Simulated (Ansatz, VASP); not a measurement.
**One calculation of CoO, two programs**

The input INCAR:

```
ALGO = Normal ; EDIFF = 1E-7
ENCUT = 520 ; GGA = PE
ISIF = 2 ; ISMEAR = 0
ISPIN = 2 ; LASPH = T
LCHARG = F ; LDAU = T
LDAUJ = 0 0 ; LDAUL = 2 -1
LDAUPRINT = 1 ; LDAUTYPE = 2
LDAUU = 7 0 ; LMAXMIX = 4
LORBIT = 11 ; LREAL = F
LWAVE = F ; MAGMOM = 3 0
NBANDS = 18 ; NELM = 150
PREC = Accurate ; SIGMA = 0.05
```

The input KPOINTS:

```
k-points
0
Gamma
  16 16 16
```

The input POSCAR:

```
CoO
1.0
    2.6161540276      0.0000000000      0.0000000000
    0.0000000000      2.6161540276      0.0000000000
    0.0000000000      0.0000000000      2.6161540276
Co O
1 1
Direct
    0.0000000000      0.0000000000      0.0000000000
    0.5000000000      0.5000000000      0.5000000000
```

Input for Ansatz:

```yaml
crystal:
  lattice:
    - [2.6161540276, 0.0, 0.0]
    - [0.0, 2.6161540276, 0.0]
    - [0.0, 0.0, 2.6161540276]
  atoms:
    - { symbol: Co, position: [0.0, 0.0, 0.0], spin: 3.0 }
    - { symbol: O, position: [0.5, 0.5, 0.5] }
basis:
  ecutwfc: 420
kpoints:
  mp_grid: { grid: [16, 16, 16] }
hamiltonian:
  xc: pbe
  hubbard: { sites: [{ species: Co, l: d, u_eff: 7.0 }] }
scf:
  occupations: { method: gaussian, width: 0.05 }
output:
  forces: true
  stress: true
  eigenvalues: true
  populations: true
magnetization:
  spin_polarized: true
```

Alike in both runs: task single point; functional PBE; k mesh 16 × 16 × 16; occupations gaussian, width 0.05 eV; collinear spin; Hubbard terms Co d U = 7.0 eV.

```csv
,VASP,Ansatz
version,VASP 6.6.1,Ansatz 0.2.0
potentials or method,"VASP PAW PBE potentials, release 64 (Co, O), cutoff 520 eV","scalar-relativistic, plane waves, PAW"
valence electrons in the cell,15,23
```

```tsv
	VASP	Ansatz	Ansatz less VASP
gap on the k mesh at the Fermi level (eV)	1.50	1.15	-0.352
least direct gap on the mesh (eV)	2.48	2.31	-0.171
pressure (GPa)	4.9	15.5	+10.58
net moment per atom (μB)	1.50	1.50	0.000
size of the moment on the site where the two differ most (μB)	2.83	2.69	-0.140
```

Site moments also hang on the region over which each program counts them. The programs project onto different local orbitals, so the same U acts differently, and such runs can settle in different states. VASP's potentials hold 15 valence electrons a cell and Ansatz's 23, so a difference there can come from the potentials and not from the codes.
